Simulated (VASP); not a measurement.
A run of VASP 6.6.1:

Contents of POSCAR:

```
ZnS
1.0
    0.0000000000      2.7020000000      2.7020000000
    2.7020000000      0.0000000000      2.7020000000
    2.7020000000      2.7020000000      0.0000000000
Zn S
1 1
Direct
    0.7500000000      0.7500000000      0.7500000000
    0.0000000000      0.0000000000      0.0000000000
```

File INCAR.step1:

```
SYSTEM = ZnS
  ALGO = Normal
  EDIFF = 1E-5
  ENCUT = 520
  GGA = PE
  ISIF = 2
  ISMEAR = -1
  LASPH = .TRUE.
  LCHARG = .FALSE.
  LREAL = .FALSE.
  LWAVE = .TRUE.
  NBANDS = 16
  NELM = 100
  PREC = Accurate
  SIGMA = 0.05
```

File INCAR.step2:

```
SYSTEM = ZnS
  AEXX = 0.3
  ALGO = Normal
  EDIFF = 1E-6
  ENCUT = 520
  GGA = PE
  HFSCREEN = 0.2
  ISIF = 2
  ISMEAR = -1
  ISTART = 1
  LASPH = .TRUE.
  LCHARG = .FALSE.
  LHFCALC = .TRUE.
  LREAL = .FALSE.
  LWAVE = .FALSE.
  NBANDS = 16
  NELM = 100
  PREC = Accurate
  PRECFOCK = Normal
  SIGMA = 0.05
```

File KPOINTS:

```
k-points
0
G
  5 5 5
  0 0 0
```

Potentials or basis: VASP PAW PBE potentials, release 64 (Zn, S).

Command:

```bash
$ cat potpaw_PBE.64/Zn/POTCAR potpaw_PBE.64/S/POTCAR > POTCAR
$ cp INCAR.step1 INCAR
$ mpirun -np 1 vasp_std > vasp.out
$ cp INCAR.step2 INCAR
$ mpirun -np 1 vasp_std > vasp.out
```

Hardware: 1 thread of Intel Xeon 8259CL, on a shared host.

How long does it take, and how much memory?

Wall time 29 min on 1 thread of Intel Xeon 8259CL, on a shared host, peak memory 0.26 GiB. Counts: k points 10.
